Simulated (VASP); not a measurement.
# HfOs (Pm-3m) in VASP: notebook

The runs below take HfOs through single point, relaxation of cell and atoms, with LDA.

Program: VASP 6.6.1. These are calculated values, not measurements. Logs are shortened: lines on timing, memory, paths and dates and some standing lists are left out, and cuts for length are marked.

**1. The cell of the first run**

Symmetry: Pm-3m, No. 221, cubic system. Conventional cell: a = 3.200 Å, b = 3.200 Å, c = 3.200 Å, α = 90.00°, β = 90.00°, γ = 90.00°. Hf (site symmetry m-3m) has 8 Os at 2.77 Å and 6 Hf at 3.20 Å within 3.7 Å. Within 3.7 Å of Os (site symmetry m-3m) lie 8 Hf at 2.77 Å and 6 Os at 3.20 Å.

**2. Single point, LDA**

File INCAR:

```
ALGO = Normal
EDIFF = 1E-6
ENCUT = 600
GGA = CA
GGA_COMPAT = F
ISIF = 2
ISMEAR = 0
LASPH = T
LCHARG = F
LREAL = F
LWAVE = F
NBANDS = 16
NELM = 120
PREC = Accurate
SIGMA = 0.1
```

File KPOINTS:

```
k-points
0
Gamma
  14 14 14
```

File POSCAR:

```
HfOs
1.0
    3.2000887949      0.0000000000      0.0000000000
    0.0000000000      3.2000887949      0.0000000000
    0.0000000000      0.0000000000      3.2000887949
Hf Os
1 1
Direct
    0.0000000000      0.0000000000      0.0000000000
    0.5000000000      0.5000000000      0.5000000000
```

Potentials or basis: VASP PAW LDA potentials, release 64 (Hf_pv, Os).

On the command line:

```console
$ cat potpaw_LDA.64/Hf_pv/POTCAR potpaw_LDA.64/Os/POTCAR > POTCAR
$ mpirun -np 1 vasp_std > vasp.out
```

OUTCAR:

```text
EDIFF = 1E-6
   ENCUT = 600
   GGA = CA
   ISIF = 2
   ISMEAR = 0
   LASPH = T
   LREAL = F
   NELM = 120
   PREC = Accurate

 ion  position               nearest neighbor table
   1  0.000  0.000  0.000-   2 2.77   2 2.77   2 2.77   2 2.77   2 2.77   2 2.77   2 2.77   2 2.77

   2  0.500  0.500  0.500-   1 2.77   1 2.77   1 2.77   1 2.77   1 2.77   1 2.77   1 2.77   1 2.77

  LATTYP: Found a simple cubic cell.
 ALAT       =     3.2000887949

  Lattice vectors:

 A1 = (   3.2000887949,   0.0000000000,   0.0000000000)
 A2 = (   0.0000000000,   3.2000887949,   0.0000000000)
 A3 = (   0.0000000000,   0.0000000000,   3.2000887949)

Analysis of symmetry for initial positions (statically):
=====================================================================
 Subroutine PRICEL returns:
 Original cell was already a primitive cell.

 Routine SETGRP: Setting up the symmetry group for a
 simple cubic supercell.

 Subroutine GETGRP returns: Found 48 space group operations
 (whereof 48 operations were pure point group operations)
 out of a pool of 48 trial point group operations.

The static configuration has the point symmetry O_h .

Analysis of symmetry for dynamics (positions and initial velocities):
=====================================================================
 Subroutine PRICEL returns:
 Original cell was already a primitive cell.

 Routine SETGRP: Setting up the symmetry group for a
 simple cubic supercell.

 Subroutine GETGRP returns: Found 48 space group operations
 (whereof 48 operations were pure point group operations)
 out of a pool of 48 trial point group operations.

The dynamic configuration has the point symmetry O_h .

 Subroutine INISYM returns: Found 48 space group operations
 (whereof 48 operations are pure point group operations),
 and found     1 'primitive' translations

----------------------------------------------------------------------------------------

                                     Primitive cell

  volume of cell :      32.7707

  direct lattice vectors                    reciprocal lattice vectors
     3.200088795  0.000000000  0.000000000     0.312491329  0.000000000  0.000000000
     0.000000000  3.200088795  0.000000000     0.000000000  0.312491329  0.000000000
     0.000000000  0.000000000  3.200088795     0.000000000  0.000000000  0.312491329

  length of vectors
     3.200088795  3.200088795  3.200088795     0.312491329  0.312491329  0.312491329

  position of ions in fractional coordinates (direct lattice)
     0.000000000  0.000000000  0.000000000
     0.500000000  0.500000000  0.500000000

  ion indices of the primitive-cell ions
   primitive index   ion index
                 1           1
                 2           2

----------------------------------------------------------------------------------------

 KPOINTS: k-points

Automatic generation of k-mesh.
 Grid dimensions read from file:
 generate k-points for:   14   14   14

 Generating k-lattice:

  Cartesian coordinates                     Fractional coordinates (reciprocal lattice)
     0.022320809  0.000000000  0.000000000     0.071428571  0.000000000  0.000000000
     0.000000000  0.022320809  0.000000000     0.000000000  0.071428571  0.000000000
     0.000000000  0.000000000  0.022320809     0.000000000  0.000000000  0.071428571

  Length of vectors
     0.022320809  0.022320809  0.022320809

  Shift w.r.t. Gamma in fractional coordinates (k-lattice)
     0.000000000  0.000000000  0.000000000

 Subroutine IBZKPT returns following result:
 ===========================================

 Found    120 irreducible k-points:

 Following reciprocal coordinates:
            Coordinates               Weight
  0.000000  0.000000  0.000000      1.000000
  0.071429  0.000000  0.000000      6.000000
  0.142857  0.000000  0.000000      6.000000
  0.214286  0.000000  0.000000      6.000000
  0.285714  0.000000  0.000000      6.000000
  0.357143  0.000000  0.000000      6.000000
[... 16 lines left out ...]
  0.285714  0.214286  0.000000     24.000000
  0.357143  0.214286  0.000000     24.000000
 [... further k-points ...]
   k-points           NKPTS =    120   k-points in BZ     NKDIM =    120   number of bands    NBANDS=     16
   number of dos      NEDOS =    301   number of ions     NIONS =      2
   total plane-waves  NPLWV =  21952
   dimension x,y,z NGX =    28 NGY =   28 NGZ =   28
   dimension x,y,z NGXF=    56 NGYF=   56 NGZF=   56
   ions per type =               1   1
   NGX,Y,Z   is equivalent  to a cutoff of  14.55, 14.55, 14.55 a.u.
   NGXF,Y,Z  is equivalent  to a cutoff of  29.09, 29.09, 29.09 a.u.
 SYSTEM =  unknown system
   PREC   = accura    normal or accurate (medium, high low for compatibility)
   ISTART =      0    job   : 0-new  1-cont  2-samecut
   ICHARG =      2    charge: 1-file 2-atom 10-const
   ISPIN  =      1    spin polarized calculation?
   LNONCOLLINEAR =      F non collinear calculations
   LSORBIT =      F    spin-orbit coupling
   LASPH  =      T    aspherical Exc in radial PAW
   ENCUT  =  600.0 eV  44.10 Ry    6.64 a.u.   6.39  6.39  6.39*2*pi/ulx,y,z
   NELM   =    120;   NELMIN=  2; NELMDL= -5     # of ELM steps
   EDIFF  = 0.1E-05   stopping-criterion for ELM
   LREAL  =      F    real-space projection
   EDIFFG = 0.1E-04   stopping-criterion for IOM
   NSW    =      0    number of steps for IOM
   IBRION =     -1    ionic relax: 0-MD 1-quasi-New 2-CG
   NFREE  =      0    steps in history (QN), initial steepest desc. (CG)
   ISIF   =      2    stress and relaxation
   ISYM   =      2    0-nonsym 1-usesym 2-fastsym
   POTIM  = 0.5000    time-step for ionic-motion
   TEBEG  =    0.0;   TEEND  =   0.0 temperature during run
   PSTRESS=    0.0 pullay stress
   NELECT =      18.0000    total number of electrons
   NUPDOWN=      -1.0000    fix difference up-down
   EMIN   =  10.00;   EMAX   =-10.00  energy-range for DOS
   EFERMI =   0.00;   METHOD = LEGACY
   ISMEAR =     0;   SIGMA  =   0.10  broadening in eV -4-tet -1-fermi 0-gaus
   EFERMI_NEDOS =   21; number of points for ismear=-14 and -15
   IALGO  =     38    algorithm
   IMIX   =      4    mixing-type and parameters
     AMIX     =   0.40;   BMIX     =  1.00
     AMIX_MAG =   1.60;   BMIX_MAG =  1.00
  volume/ion in A,a.u.               =      16.39       110.57
  Fermi-wavevector in a.u.,A,eV,Ry     =   1.340717  2.533587 24.456756  1.797521
  Thomas-Fermi vector in A             =   2.469007
   LORBIT       =      0    0 simple, 1 ext, 2 COOP (PROOUT), +10 PAW based schemes
   GGA     = CA    functional components
   LHFCALC =     F    Hartree Fock is set to
   AEXX    =    0.0000 exact exchange contribution
   IVDW    =     0    specifies the selected vdW correction
   LEPSILON=     F    determine dielectric tensor
   LRPA    =     F    only Hartree local field effects (RPA)
 non-spin polarized calculation
 Gauss-broadening in eV      SIGMA  =   0.10
  energy-cutoff  :      600.00
  volume of cell :       32.77
 maximum number of plane-waves:      1112
 NGX is ok and might be reduce to    28
   NGX = 13   NGY = 13   NGZ = 13

 number of electron      18.0000000 magnetization

 Free energy of the ion-electron system (eV)
  ---------------------------------------------------
  ext. energy  EPLUGINS =         0.00000000
  ---------------------------------------------------
  free energy    TOTEN  =       -24.78409615 eV

  energy without entropy =      -24.78286062  energy(sigma->0) =      -24.78347838

 E-fermi :   7.3968     XC(G=0): -13.1198

 val. band max:        7.3735353684   @ k =   0.3571   0.0714   0.0000
 cond. band min:       7.4677810733   @ k =   0.5000   0.1429   0.0000
 fundamental gap:      0.0942457049
 Fermi energy:         7.3968470000

 k-point     1 :       0.0000    0.0000    0.0000
  band No.  band energies     occupation
      1     -22.7213      2.00000
      2     -22.7213      2.00000
      3     -22.7213      2.00000
      4      -1.7414      2.00000
      5       1.7997      2.00000
      6       1.7997      2.00000
[... 8 lines left out ...]
     15      15.8404      0.00000
     16      15.8404      0.00000

 k-point     2 :       0.0714    0.0000    0.0000
  band No.  band energies     occupation
      1     -22.7457      2.00000
      2     -22.7205      2.00000
      3     -22.7205      2.00000
      4      -1.6176      2.00000
      5       1.8559      2.00000
      6       1.8948      2.00000
[... 8 lines left out ...]
     15      15.4061      0.00000
     16      16.6401      0.00000

 k-point     3 :       0.1429    0.0000    0.0000
  band No.  band energies     occupation
      1     -22.8134      2.00000
      2     -22.7182      2.00000
      3     -22.7182      2.00000
      4      -1.2547      2.00000
      5       2.0226      2.00000
      6       2.1626      2.00000
[... 8 lines left out ...]
     15      14.4258      0.00000
     16      18.1105      0.00000

 k-point     4 :       0.2143    0.0000    0.0000
  band No.  band energies     occupation
      1     -22.9097      2.00000
      2     -22.7148      2.00000
      3     -22.7148      2.00000
      4      -0.6782      2.00000
      5       2.2927      2.00000
      6       2.5472      2.00000
[... 8 lines left out ...]
     15      13.4435      0.00000
     16      19.5967      0.00000

 k-point     5 :       0.2857    0.0000    0.0000
  band No.  band energies     occupation
      1     -23.0146      2.00000
      2     -22.7111      2.00000
      3     -22.7111      2.00000
      4       0.0699      2.00000
      5       2.6503      2.00000
      6       2.9459      2.00000
[... 8 lines left out ...]
     15      12.9682      0.00000
     16      19.5961      0.00000

 k-point     6 :       0.3571    0.0000    0.0000
  band No.  band energies     occupation
      1     -23.1073      2.00000
      2     -22.7077      2.00000
      3     -22.7077      2.00000
      4       0.9271      2.00000
      5       3.0605      2.00000
      6       3.2036      2.00000
[... 8 lines left out ...]
     15      13.1273      0.00000
     16      19.5960      0.00000

 k-point     7 :       0.4286    0.0000    0.0000
  band No.  band energies     occupation
      1     -23.1705      2.00000
      2     -22.7054      2.00000
      3     -22.7054      2.00000
      4       1.7912      2.00000
      5       3.1523      2.00000
      6       3.4398      2.00000
[... 8 lines left out ...]
     15      13.5136      0.00000
     16      19.5957      0.00000

 k-point     8 :       0.5000    0.0000    0.0000
  band No.  band energies     occupation
      1     -23.1928      2.00000
      2     -22.7045      2.00000
      3     -22.7045      2.00000
      4       2.3500      2.00000
      5       2.8878      2.00000
      6       3.6118      2.00000
[... 8 lines left out ...]
     15      13.7073      0.00000
     16      19.5957      0.00000

 k-point     9 :       0.0714    0.0714    0.0000
  band No.  band energies     occupation
      1     -22.7488      2.00000
      2     -22.7405      2.00000
      3     -22.7196      2.00000
      4      -1.4962      2.00000
      5       1.9290      2.00000
      6       1.9718      2.00000
[... 8 lines left out ...]
     15      15.8103      0.00000
     16      16.5063      0.00000
[... 172 lines left out ...]
 k-point    19 :       0.3571    0.1429    0.0000
  band No.  band energies     occupation
      1     -23.0915      2.00000
      2     -22.7853      2.00000
      3     -22.6996      2.00000
      4       1.1065      2.00000
      5       2.9678      2.00000
      6       3.5855      2.00000
[... 8 lines left out ...]
     15      13.6264      0.00000
     16      19.5873      0.00000

 k-point    20 :       0.4286    0.1429    0.0000
  band No.  band energies     occupation
      1     -23.1523      2.00000
      2     -22.7810      2.00000
      3     -22.6964      2.00000
      4       1.8252      2.00000
      5       2.9417      2.00000
      6       3.7481      2.00000
[... 8 lines left out ...]
     15      13.6945      0.00000
     16      19.5898      0.00000

 k-point    21 :       0.5000    0.1429    0.0000
  band No.  band energies     occupation
      1     -23.1738      2.00000
      2     -22.7795      2.00000
      3     -22.6953      2.00000
      4       2.2891      2.00000
      5       2.7094      2.00000
      6       3.8172      2.00000
[... 8 lines left out ...]
     15      13.7934      0.00000
     16      19.5900      0.00000

 k-point    22 :       0.2143    0.2143    0.0000
  band No.  band energies     occupation
      1     -22.9097      2.00000
      2     -22.8695      2.00000
      3     -22.7034      2.00000
      4       0.1508      2.00000
      5       2.6374      2.00000
      6       3.2835      2.00000
[... 8 lines left out ...]
     15      15.3136      0.00000
     16      17.6666      0.00000

 k-point    23 :       0.2857    0.2143    0.0000
  band No.  band energies     occupation
      1     -22.9907      2.00000
      2     -22.8747      2.00000
      3     -22.6969      2.00000
      4       0.6862      2.00000
      5       2.7506      2.00000
      6       3.7569      2.00000
[... 8 lines left out ...]
     15      14.6786      0.00000
     16      18.3596      0.00000

 k-point    24 :       0.3571    0.2143    0.0000
  band No.  band energies     occupation
      1     -23.0748      2.00000
      2     -22.8667      2.00000
      3     -22.6909      2.00000
      4       1.2467      2.00000
      5       2.7663      2.00000
      6       4.1073      2.00000
[... 8 lines left out ...]
     15      14.0604      0.00000
     16      19.2299      0.00000

 [... further k-points ...]

------------------------ aborting loop because EDIFF is reached ----------------------------------------

  FORCE on cell =-STRESS in cart. coord.  units (eV):
  Direction    XX          YY          ZZ          XY          YZ          ZX
  --------------------------------------------------------------------------------------
  -------------------------------------------------------------------------------------
  Total       -0.0343130     -0.0343130     -0.0343130     -0.0000000      0.0000000     -0.0000000
  in kB       -1.6775784     -1.6775784     -1.6775784     -0.0000000      0.0000000     -0.0000000
  external PRESSURE =      -1.6775784 kB  Pullay stress =       0.0000000 kB

 VOLUME and BASIS-vectors are now :
 -----------------------------------------------------------------------------
  energy-cutoff  :      600.00
  volume of cell :       32.77
      direct lattice vectors                 reciprocal lattice vectors
     3.200088795  0.000000000  0.000000000     0.312491329  0.000000000  0.000000000
     0.000000000  3.200088795  0.000000000     0.000000000  0.312491329  0.000000000
     0.000000000  0.000000000  3.200088795     0.000000000  0.000000000  0.312491329

 POSITION                                       TOTAL-FORCE (eV/Angst)
 -----------------------------------------------------------------------------------
      0.00000      0.00000      0.00000         0.000000      0.000000      0.000000
      1.60004      1.60004      1.60004         0.000000      0.000000      0.000000
 -----------------------------------------------------------------------------------
    total drift:                               -0.000000      0.000000      0.000000

  FREE ENERGIE OF THE ION-ELECTRON SYSTEM (eV)
  ---------------------------------------------------
  free  energy   TOTEN  =       -24.7840961453 eV

  energy  without entropy=      -24.7828606193  energy(sigma->0) =      -24.78347838
```

It took 96 s on 1 thread of Intel Xeon 8259CL, shared host; peak memory 0.21 GiB.

Results:

- Free energy: -24.7841 eV
- Pressure: -0.2 GPa
- Band gap on the k mesh: zero (bands 9 and 10 overlap by 1.49 eV)

Levels at points of the mesh, in eV from the Fermi level:
```tsv
k point	band 7	band 8	band 9	band 10	band 11	band 12
(0.00, 0.00, 0.00)	-1.66	-1.66	-1.66	2.52	2.52	6.26
(0.50, 0.00, 0.00)	-1.81	-1.81	-1.11	-0.69	1.14	1.33
(0.50, 0.50, 0.00)	-3.53	0.53	0.71	1.10	1.10	3.34
(0.50, 0.50, 0.50)	-2.13	-2.13	-2.13	0.63	0.63	4.49
```

Caveat: spin-orbit coupling is left out, which moves the levels of the heavy elements.

(Continued in part 2 of 2.)
